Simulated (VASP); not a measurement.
# CoO (I4/mmm) in VASP: notebook, part 2 of 3

VASP 6.6.1. The steps go on from the part before.

## Step 3: Single point, PBE, collinear spin, ferromagnetic start

INCAR reads:

```
ALGO = Normal
EDIFF = 1E-7
ENCUT = 520
GGA = PE
ISIF = 2
ISMEAR = -1
ISPIN = 2
LASPH = True
LCHARG = True
LELF = True
LMAXMIX = 4
LORBIT = 11
LREAL = False
LVHAR = True
LWAVE = False
MAGMOM = 2 0
NBANDS = 18
NELM = 150
PREC = Accurate
SIGMA = 0.05
```

KPOINTS reads:

```
k-points
0
Gamma
  12 12 12
```

POSCAR reads:

```
CoO
1.0
   -1.4772158519      1.4772158519      2.0642304156
    1.4772158519     -1.4772158519      2.0642304156
    1.4772158519      1.4772158519     -2.0642304156
Co O
1 1
Direct
    0.0000000000      0.0000000000      0.0000000000
    0.5000000000      0.5000000000      0.0000000000
```

Potentials or basis: VASP PAW PBE potentials, release 64 (Co, O).

On the command line:

```sh
$ cat potpaw_PBE.64/Co/POTCAR potpaw_PBE.64/O/POTCAR > POTCAR
$ mpirun -np 1 vasp_std > vasp.out
```

OUTCAR:

```text
EDIFF = 1E-7
   ENCUT = 520
   GGA = PE
   ISIF = 2
   ISMEAR = -1
   ISPIN = 2
   LASPH = True
   LORBIT = 11
   LREAL = False
   NELM = 150
   PREC = Accurate

 ion  position               nearest neighbor table
   1  0.000  0.000  0.000-   2 2.06   2 2.06   2 2.09   2 2.09   2 2.09   2 2.09
   2  0.500  0.500  0.000-   1 2.06   1 2.06   1 2.09   1 2.09   1 2.09   1 2.09

  LATTYP: Found a body centered tetragonal cell.
 ALAT       =     2.9544317038
 C/A-ratio  =     1.3973790039

  Lattice vectors:

 A1 = (  -1.4772158519,   1.4772158519,   2.0642304156)
 A2 = (   1.4772158519,  -1.4772158519,   2.0642304156)
 A3 = (   1.4772158519,   1.4772158519,  -2.0642304156)

Analysis of symmetry for initial positions (statically):
=====================================================================
 Subroutine PRICEL returns:
 Original cell was already a primitive cell.

 Routine SETGRP: Setting up the symmetry group for a
 body centered tetragonal supercell.

 Subroutine GETGRP returns: Found 16 space group operations
 (whereof 16 operations were pure point group operations)
 out of a pool of 16 trial point group operations.

The static configuration has the point symmetry D_4h.

Analysis of symmetry for dynamics (positions and initial velocities):
=====================================================================
 Subroutine PRICEL returns:
 Original cell was already a primitive cell.

 Routine SETGRP: Setting up the symmetry group for a
 body centered tetragonal supercell.

 Subroutine GETGRP returns: Found 16 space group operations
 (whereof 16 operations were pure point group operations)
 out of a pool of 16 trial point group operations.

The dynamic configuration has the point symmetry D_4h.

Analysis of structural, dynamic, and magnetic symmetry:
=====================================================================
 Subroutine PRICEL returns:
 Original cell was already a primitive cell.

 Routine SETGRP: Setting up the symmetry group for a
 body centered tetragonal supercell.

 Subroutine GETGRP returns: Found 16 space group operations
 (whereof 16 operations were pure point group operations)
 out of a pool of 16 trial point group operations.

The overall configuration has the point symmetry D_4h.

 Subroutine INISYM returns: Found 16 space group operations
 (whereof 16 operations are pure point group operations),
 and found     1 'primitive' translations

----------------------------------------------------------------------------------------

                                     Primitive cell

  volume of cell :      18.0180

  direct lattice vectors                    reciprocal lattice vectors
    -1.477215852  1.477215852  2.064230416     0.000000000  0.338474570  0.242221022
     1.477215852 -1.477215852  2.064230416     0.338474570  0.000000000  0.242221022
     1.477215852  1.477215852 -2.064230416     0.338474570  0.338474570  0.000000000

  length of vectors
     2.936899820  2.936899820  2.936899820     0.416216359  0.416216359  0.478675327

  position of ions in fractional coordinates (direct lattice)
     0.000000000  0.000000000  0.000000000
[... 62 lines left out ...]
   total plane-waves  NPLWV =  13824
   dimension x,y,z NGX =    24 NGY =   24 NGZ =   24
   dimension x,y,z NGXF=    48 NGYF=   48 NGZF=   48
   ions per type =               1   1
   NGX,Y,Z   is equivalent  to a cutoff of  13.59, 13.59, 13.59 a.u.
   NGXF,Y,Z  is equivalent  to a cutoff of  27.17, 27.17, 27.17 a.u.
 SYSTEM =  unknown system
   PREC   = accura    normal or accurate (medium, high low for compatibility)
   ISTART =      0    job   : 0-new  1-cont  2-samecut
   ICHARG =      2    charge: 1-file 2-atom 10-const
   ISPIN  =      2    spin polarized calculation?
   LNONCOLLINEAR =      F non collinear calculations
   LSORBIT =      F    spin-orbit coupling
   LASPH  =      T    aspherical Exc in radial PAW
   ENCUT  =  520.0 eV  38.22 Ry    6.18 a.u.   5.46  5.46  5.46*2*pi/ulx,y,z
   NELM   =    150;   NELMIN=  2; NELMDL= -5     # of ELM steps
   EDIFF  = 0.1E-06   stopping-criterion for ELM
   LREAL  =      F    real-space projection
   EDIFFG = 0.1E-05   stopping-criterion for IOM
   NSW    =      0    number of steps for IOM
   IBRION =     -1    ionic relax: 0-MD 1-quasi-New 2-CG
   NFREE  =      0    steps in history (QN), initial steepest desc. (CG)
   ISIF   =      2    stress and relaxation
   ISYM   =      2    0-nonsym 1-usesym 2-fastsym
   POTIM  = 0.5000    time-step for ionic-motion
   TEBEG  =    0.0;   TEEND  =   0.0 temperature during run
   PSTRESS=    0.0 pullay stress
   NELECT =      15.0000    total number of electrons
   NUPDOWN=      -1.0000    fix difference up-down
   EMIN   =  10.00;   EMAX   =-10.00  energy-range for DOS
   EFERMI =   0.00;   METHOD = LEGACY
   ISMEAR =    -1;   SIGMA  =   0.05  broadening in eV -4-tet -1-fermi 0-gaus
   EFERMI_NEDOS =   21; number of points for ismear=-14 and -15
   IALGO  =     38    algorithm
   IMIX   =      4    mixing-type and parameters
     AMIX     =   0.40;   BMIX     =  1.00
     AMIX_MAG =   1.60;   BMIX_MAG =  1.00
  volume/ion in A,a.u.               =       9.01        60.80
  Fermi-wavevector in a.u.,A,eV,Ry     =   1.540056  2.910284 32.269930  2.371773
  Thomas-Fermi vector in A             =   2.646197
   LORBIT       =     11    0 simple, 1 ext, 2 COOP (PROOUT), +10 PAW based schemes
   GGA     = PE    functional components
   LHFCALC =     F    Hartree Fock is set to
   AEXX    =    0.0000 exact exchange contribution
   IVDW    =     0    specifies the selected vdW correction
   LEPSILON=     F    determine dielectric tensor
   LRPA    =     F    only Hartree local field effects (RPA)
 spin polarized calculation
  energy-cutoff  :      520.00
  volume of cell :       18.02
 maximum number of plane-waves:       531
 NGX is ok and might be reduce to    24
   NGX = 11   NGY = 11   NGZ = 11

 number of electron      14.9999998 magnetization       2.5894548

 Free energy of the ion-electron system (eV)
  ---------------------------------------------------
  ext. energy  EPLUGINS =         0.00000000
  ---------------------------------------------------
  free energy    TOTEN  =       -13.02985208 eV

  energy without entropy =      -12.99390110  energy(sigma->0) =      -13.01187659

 E-fermi :   8.9283     XC(G=0): -12.8157

 val. band max:        8.9249941835   @ k =  -0.2500   0.3333   0.2500
 cond. band min:       8.9328352850   @ k =  -0.3333   0.4167   0.0833
 fundamental gap:      0.0078411015
 Fermi energy:         8.9282656365

 spin component 1

 k-point     1 :       0.0000    0.0000    0.0000
  band No.  band energies     occupation
      1     -11.9569      1.00000
      2       5.4426      1.00000
      3       5.4786      1.00000
      4       5.4786      1.00000
      5       5.7696      1.00000
      6       5.7697      1.00000
[... 493 lines left out ...]
     17      37.2446      0.00000
     18      38.7135      0.00000

 [... further k-points ...]

 spin component 2

 k-point     1 :       0.0000    0.0000    0.0000
  band No.  band energies     occupation
      1     -11.5677      1.00000
      2       5.8627      1.00000
      3       5.9201      1.00000
      4       5.9201      1.00000
      5       7.6380      1.00000
      6       7.6380      1.00000
[... 493 lines left out ...]
     17      37.6584      0.00000
     18      39.1637      0.00000

 [... further k-points ...]
[... 5 lines left out ...]
  --------------------------------------------------------------------------------------
  -------------------------------------------------------------------------------------
  Total        1.0555494      1.0555494      1.1533783      0.0000000     -0.0000000      0.0000000
  in kB       93.8605449     93.8605449    102.5595862      0.0000000     -0.0000000      0.0000000
  external PRESSURE =      96.7602254 kB  Pullay stress =       0.0000000 kB

 VOLUME and BASIS-vectors are now :
 -----------------------------------------------------------------------------
  energy-cutoff  :      520.00
  volume of cell :       18.02
      direct lattice vectors                 reciprocal lattice vectors
    -1.477215852  1.477215852  2.064230416     0.000000000  0.338474570  0.242221022
     1.477215852 -1.477215852  2.064230416     0.338474570  0.000000000  0.242221022
     1.477215852  1.477215852 -2.064230416     0.338474570  0.338474570  0.000000000

 POSITION                                       TOTAL-FORCE (eV/Angst)
 -----------------------------------------------------------------------------------
      0.00000      0.00000      0.00000         0.000000     -0.000000     -0.000000
      0.00000      0.00000      2.06423        -0.000000      0.000000      0.000000
 -----------------------------------------------------------------------------------
    total drift:                               -0.000000      0.000000     -0.000000

  FREE ENERGIE OF THE ION-ELECTRON SYSTEM (eV)
  ---------------------------------------------------
  free  energy   TOTEN  =       -13.0298520797 eV

  energy  without entropy=      -12.9939010987  energy(sigma->0) =      -13.01187659

 total charge

# of ion       s       p       d       tot
------------------------------------------
    1        0.313   0.402   7.220   7.935
    2        1.558   3.448   0.000   5.006
--------------------------------------------------
tot          1.871   3.850   7.220  12.941

 magnetization (x)

# of ion       s       p       d       tot
------------------------------------------
    1        0.021   0.019   2.285   2.325
    2        0.030   0.194   0.000   0.224
--------------------------------------------------
tot          0.051   0.213   2.285   2.549
```

OSZICAR:

```text
N       E                     dE             d eps       ncg     rms          rms(c)
DAV:   1     0.765293185600E+02    0.76529E+02   -0.66065E+03 12268   0.979E+02
[... 16 lines left out ...]
DAV:  18    -0.130298883973E+02    0.11856E-04   -0.86426E-06 14922   0.260E-02    0.108E-01
DAV:  19    -0.130298615991E+02    0.26798E-04   -0.90519E-05 14378   0.101E-01    0.396E-02
DAV:  20    -0.130298528012E+02    0.87978E-05   -0.35582E-05 16688   0.685E-02    0.953E-03
DAV:  21    -0.130298516704E+02    0.11308E-05   -0.28848E-06 17466   0.214E-02    0.115E-02
DAV:  22    -0.130298518641E+02   -0.19363E-06   -0.76140E-07 14952   0.154E-02    0.551E-03
DAV:  23    -0.130298520015E+02   -0.13747E-06   -0.38931E-07 13302   0.891E-03    0.167E-03
DAV:  24    -0.130298520797E+02   -0.78110E-07   -0.56551E-08  6822   0.294E-03
   1 F= -.13029852E+02 E0= -.13011877E+02  d E =-.359510E-01  mag=     2.5894
```

It took 2.1 min on 1 thread of Intel Xeon 6975P-C (Granite Rapids), shared host; peak memory 0.21 GiB.

What came out:

| Quantity | Value |
| --- | --- |
| Free energy | -13.0299 eV |
| Pressure | 9.7 GPa |
| Net moment | 2.59 μB per cell |
| Site moments | Co +2.33; O +0.22 μB |
| Valence electrons inside the program's atomic spheres | Co 7.93; O 5.01 |

Caveat: a cell with one magnetic atom can't hold antiferromagnetic order, which such compounds often take; semilocal functionals often make such compounds metallic where correlation or magnetic order opens a gap, which also shifts bond lengths. With open d or f shells a metallic result of PBE can be an artefact of self-interaction; +U or a hybrid may open a gap.

## Step 4: Single point, PBEsol, collinear spin, ferromagnetic start

Changes to INCAR since step 3:

```diff
@@ -1,5 +1,5 @@
 ALGO = Normal
-EDIFF = 1E-7
+EDIFF = 1E-6
 ENCUT = 520
-GGA = PE
+GGA = PS
 ISIF = 2
```

KPOINTS is that of step 3.

POSCAR is that of step 3.

On the command line:

```sh
$ cat potpaw_PBE.64/Co/POTCAR potpaw_PBE.64/O/POTCAR > POTCAR
$ mpirun -np 1 vasp_std > vasp.out
```

Run time: 87 s. Hardware: 1 thread of Intel Xeon 6975P-C (Granite Rapids), shared host; peak memory 0.21 GiB.

It converged, with:

| Quantity | Value |
| --- | --- |
| Free energy | -14.0044 eV |
| Pressure | -0.1 GPa |
| Net moment | 2.67 μB per cell |
| Site moments | Co +2.37; O +0.26 μB |
| Valence electrons inside the program's atomic spheres | Co 7.94; O 4.98 |

Stress tensor (GPa, compression positive):
```
-0.28  0.00  0.00
 0.00 -0.28  0.00
 0.00  0.00  0.30
```

Levels at points of the mesh, in eV from the Fermi level:
Spin up:
| k point | band 7 | band 8 | band 9 | band 10 | band 11 | band 12 |
| --- | --- | --- | --- | --- | --- | --- |
| (0.00, 0.00, 0.00) | -3.16 | -3.16 | -3.07 | 1.23 | 16.78 | 18.48 |
| (0.50, 0.00, 0.00) | -1.70 | 0.27 | 0.36 | 5.00 | 9.85 | 13.56 |
| (0.50, 0.50, 0.00) | -2.16 | -1.94 | -1.92 | 6.20 | 10.00 | 11.87 |
| (0.50, 0.50, 0.50) | -2.15 | -1.95 | -1.95 | 6.19 | 10.16 | 11.73 |
Spin down:
```csv
k point,band 4,band 5,band 6,band 7,band 8,band 9
"(0.00, 0.00, 0.00)",-3.03,-1.30,-1.30,-1.24,-0.29,-0.27
"(0.50, 0.00, 0.00)",-5.30,-0.18,-0.15,0.17,2.64,2.70
"(0.50, 0.50, 0.00)",-4.33,-2.59,0.13,0.16,0.24,0.87
"(0.50, 0.50, 0.50)",-4.42,-2.59,0.14,0.14,0.29,0.86
```

Caveat: the PAW data sets were made with another functional, which shifts forces and pressure a little; a cell with one magnetic atom can't hold antiferromagnetic order, which such compounds often take; semilocal functionals often make such compounds metallic where correlation or magnetic order opens a gap, which also shifts bond lengths. With open d or f shells a metallic result of PBEsol can be an artefact of self-interaction; +U or a hybrid may open a gap.

(Part 2 of 3 ends here.)
